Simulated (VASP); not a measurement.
# Ca (I4/mmm) in VASP: notebook, part 2 of 2

VASP 6.6.1.

## Step 3: Single point, PBE

This run uses another cell than the first one, of the same volume but with other edges.

Input file INCAR:

```
SYSTEM = Ca
PREC = Accurate
ENCUT = 520
EDIFF = 1E-7
ISMEAR = 0
SIGMA = 0.15
LREAL = .FALSE.
LASPH = .TRUE.
NELM = 60
ALGO = Fast
ISIF = 2
LWAVE = .FALSE.
LCHARG = .FALSE.
GGA = PE
NBANDS = 11
```

Input file KPOINTS:

```
regular mesh
0
G
  16 16 16
  0 0 0
```

Input file POSCAR:

```
Ca
1.0
    0.0000000000      2.8729509580      2.6431148813
    2.8729509580      0.0000000000      2.6431148813
    2.8729509580      2.8729509580      0.0000000000
Ca
1
Direct
    0.0000000000      0.0000000000      0.0000000000
```

Potentials or basis: VASP PAW PBE potentials, release 64 (Ca_sv).

The run is started by

```
$ cat potpaw_PBE.64/Ca_sv/POTCAR > POTCAR
$ mpirun -np 1 vasp_std > vasp.out
```

OUTCAR:

```text
SYSTEM = Ca
   PREC = Accurate
   ENCUT = 520
   EDIFF = 1E-7
   ISMEAR = 0
   LREAL = .FALSE.
   LASPH = .TRUE.
   NELM = 60
   ISIF = 2
   GGA = PE

 ion  position               nearest neighbor table
   1  0.000  0.000  0.000-

  LATTYP: Found a body centered tetragonal cell.
 ALAT       =     4.0629662088
 C/A-ratio  =     1.3010764774

  Lattice vectors:

 A1 = (   0.0000000000,  -2.8729509580,  -2.6431148813)
 A2 = (   0.0000000000,   2.8729509580,  -2.6431148813)
 A3 = (   2.8729509580,   0.0000000000,   2.6431148813)

Analysis of symmetry for initial positions (statically):
=====================================================================
 Subroutine PRICEL returns:
 Original cell was already a primitive cell.

 Routine SETGRP: Setting up the symmetry group for a
 body centered tetragonal supercell.

 Subroutine GETGRP returns: Found 16 space group operations
 (whereof 16 operations were pure point group operations)
 out of a pool of 16 trial point group operations.

The static configuration has the point symmetry D_4h.

Analysis of symmetry for dynamics (positions and initial velocities):
[... 171 lines left out ...]
      2     -21.1884      2.00000
      3     -21.1884      2.00000
      4     -21.1832      2.00000
      5      -2.1354      2.00000
      6       4.0283      0.00000
      7       4.0283      0.00000
      8       4.3653      0.00000
      9       4.9092      0.00000
     10       5.3294      0.00000
     11      10.8661      0.00000
[... 309 lines left out ...]
 k-point    24 :      -0.0625    0.0625    0.0000
  band No.  band energies     occupation
      1     -40.2651      2.00000
      2     -21.1978      2.00000
      3     -21.1900      2.00000
      4     -21.1870      2.00000
      5      -1.9718      2.00000
      6       3.8919      0.00000
      7       4.0980      0.00000
      8       4.4045      0.00000
      9       4.8189      0.00000
     10       5.2922      0.00000
     11      11.0527      0.00000

 [... further k-points ...]

------------------------ aborting loop because EDIFF is reached ----------------------------------------

  FORCE on cell =-STRESS in cart. coord.  units (eV):
  Direction    XX          YY          ZZ          XY          YZ          ZX
  --------------------------------------------------------------------------------------
  -------------------------------------------------------------------------------------
  Total       -0.1801942     -0.1801942     -0.0887950      0.0000000     -0.0000000      0.0000000
  in kB       -6.6168155     -6.6168155     -3.2605931      0.0000000     -0.0000000      0.0000000
  external PRESSURE =      -5.4980747 kB  Pullay stress =       0.0000000 kB

 VOLUME and BASIS-vectors are now :
 -----------------------------------------------------------------------------
  energy-cutoff  :      520.00
  volume of cell :       43.63
      direct lattice vectors                 reciprocal lattice vectors
     0.000000000  2.872950958  2.643114881    -0.174037081  0.174037081  0.189170741
     2.872950958  0.000000000  2.643114881     0.174037081 -0.174037081  0.189170741
     2.872950958  2.872950958  0.000000000     0.174037081  0.174037081 -0.189170741

 POSITION                                       TOTAL-FORCE (eV/Angst)
 -----------------------------------------------------------------------------------
      0.00000      0.00000      0.00000         0.000000      0.000000     -0.000000
 -----------------------------------------------------------------------------------
    total drift:                               -0.000000     -0.000000     -0.000000

  FREE ENERGIE OF THE ION-ELECTRON SYSTEM (eV)
  ---------------------------------------------------
  free  energy   TOTEN  =        -1.9317963203 eV

  energy  without entropy=       -1.9163126374  energy(sigma->0) =       -1.92405448
```

stdout:

```text
POSCAR found type information on POSCAR Ca
 POSCAR found :  1 types and       1 ions
 scaLAPACK will be used
 LDA part: xc-table for (Slater+PW92), standard interpolation
 POSCAR, INCAR and KPOINTS ok, starting setup
 FFT: planning ... GRIDC
 FFT: planning ... GRID_SOFT
 FFT: planning ... GRID
 WAVECAR not read
 entering main loop
WARNING in EDDRMM: call to ZHEGV failed, returncode =   8  4      7
WARNING in EDDRMM: call to ZHEGV failed, returncode =   8  4     10
WARNING in EDDRMM: call to ZHEGV failed, returncode =   8  4      6
WARNING in EDDRMM: call to ZHEGV failed, returncode =   8  4     11
WARNING in EDDRMM: call to ZHEGV failed, returncode =   6  3      6
WARNING in EDDRMM: call to ZHEGV failed, returncode =   6  3      5
WARNING in EDDRMM: call to ZHEGV failed, returncode =   8  4      5
WARNING in EDDRMM: call to ZHEGV failed, returncode =   8  4      5
WARNING in EDDRMM: call to ZHEGV failed, returncode =   8  4      5
WARNING in EDDRMM: call to ZHEGV failed, returncode =   8  4      5
[... 17 lines left out ...]
WARNING in EDDRMM: call to ZHEGV failed, returncode =   8  4      5
WARNING in EDDRMM: call to ZHEGV failed, returncode =   8  4      9
WARNING in EDDRMM: call to ZHEGV failed, returncode =   8  4     10
WARNING in EDDRMM: call to ZHEGV failed, returncode =   6  3      7
WARNING in EDDRMM: call to ZHEGV failed, returncode =   6  3      8
WARNING in EDDRMM: call to ZHEGV failed, returncode =   8  4     10
WARNING in EDDRMM: call to ZHEGV failed, returncode =   6  3      5
WARNING in EDDRMM: call to ZHEGV failed, returncode =   8  4      9
WARNING in EDDRMM: call to ZHEGV failed, returncode =   8  4      8
WARNING in EDDRMM: call to ZHEGV failed, returncode =   6  3      5
```

Run time: 2.3 min. Hardware: 1 thread of AMD EPYC 9R45 (Zen 5), shared host; peak memory 0.26 GiB.

Results:

- Free energy: -1.9318 eV
- Pressure: -0.5 GPa
- Band gap on the k mesh: zero (band 5 reaches 2.08 eV, above the bottom of band 6 at 1.66 eV)

## Step 4: Single point, PBE

This run uses another cell than the first one, of the same volume but with other edges.

Input file INCAR:

```
PREC     = Accurate       # precision mode
ENCUT    = 520            # plane-wave cutoff, eV
EDIFF    = 1E-6           # SCF threshold, eV
ISMEAR   = 0              # smearing method
SIGMA    = 0.15           # smearing width, eV
LREAL    = F              # projectors in reciprocal space
LASPH    = T              # aspherical terms in the spheres
NELM     = 100            # most SCF steps
ALGO     = Fast           # electronic algorithm
ISIF     = 2              # what is computed and relaxed
LWAVE    = F              # write WAVECAR
LCHARG   = F              # write CHGCAR
GGA      = PE             # functional
NBANDS   = 11             # bands
```

Input file KPOINTS:

```
Automatic mesh
0
Gamma
  16 16 16
```

Input file POSCAR:

```
Ca
1.0
    0.0000000000      2.7068234272      2.9775057700
    2.7068234272      0.0000000000      2.9775057700
    2.7068234272      2.7068234272      0.0000000000
Ca
1
Direct
    0.0000000000      0.0000000000      0.0000000000
```

The run is started by

```
$ cat potpaw_PBE.64/Ca_sv/POTCAR > POTCAR
$ mpirun -np 1 vasp_std > vasp.out
```

Wall time 1.7 min (1 thread of AMD EPYC 9R45 (Zen 5), shared host); peak memory 0.26 GiB.

Results (log left out):

* Free energy: -1.9268 eV
* Pressure: -0.6 GPa
* Band gap on the k mesh: zero (band 5 reaches 2.05 eV, above the bottom of band 6 at 1.66 eV)

Stress tensor (GPa, compression positive):
```
-0.20  0.00  0.00
 0.00 -0.20  0.00
 0.00  0.00 -1.28
```

Levels at points of the mesh, in eV from the Fermi level:
| k point | band 1 | band 2 | band 3 | band 4 | band 5 | band 6 | band 7 | band 8 | band 9 | band 10 |
| --- | --- | --- | --- | --- | --- | --- | --- | --- | --- | --- |
| (0.00, 0.00, 0.00) | -42.10 | -23.03 | -23.02 | -23.02 | -3.97 | 2.02 | 2.46 | 2.46 | 2.99 | 3.57 |
| (0.50, 0.00, 0.00) | -42.09 | -23.15 | -23.05 | -23.03 | -0.96 | -0.17 | 1.93 | 2.43 | 3.88 | 4.04 |
| (0.50, 0.50, 0.00) | -42.09 | -23.13 | -23.05 | -23.05 | -0.64 | 0.35 | 0.71 | 4.00 | 4.12 | 4.12 |
| (0.50, 0.00, 0.50) | -42.08 | -23.14 | -23.09 | -23.06 | -0.34 | 0.56 | 1.22 | 3.88 | 3.95 | 4.33 |

## Step 5: Summary

```csv
cell,further INCAR settings,gap on the mesh (eV),pressure (GPa)
"a = 4.199, b = 4.199, c = 3.621 Å, angles 64.5, 64.5, 51.1°, 1 atom",ALGO = Fast; EDIFF = 1e-07; NBANDS = 11,none,-0.5
"a = 3.904, b = 3.904, c = 4.063 Å, angles 58.6, 58.6, 62.7°, 1 atom",ALGO = Fast; EDIFF = 1e-07; NBANDS = 11,none,-0.5
"a = 4.024, b = 4.024, c = 3.828 Å, angles 61.6, 61.6, 56.8°, 1 atom",ALGO = Fast; EDIFF = 1e-06; NBANDS = 11,none,-0.6
```

Alike in all rows: task single point; level PBE; potentials or basis VASP PAW PBE potentials, release 64 (Ca_sv); no spin polarisation; k mesh 16 × 16 × 16; cutoff (eV) 520; smearing gaussian 0.15 eV.

Total energies depend on the potentials used, so only differences within one code and one set of settings carry meaning.
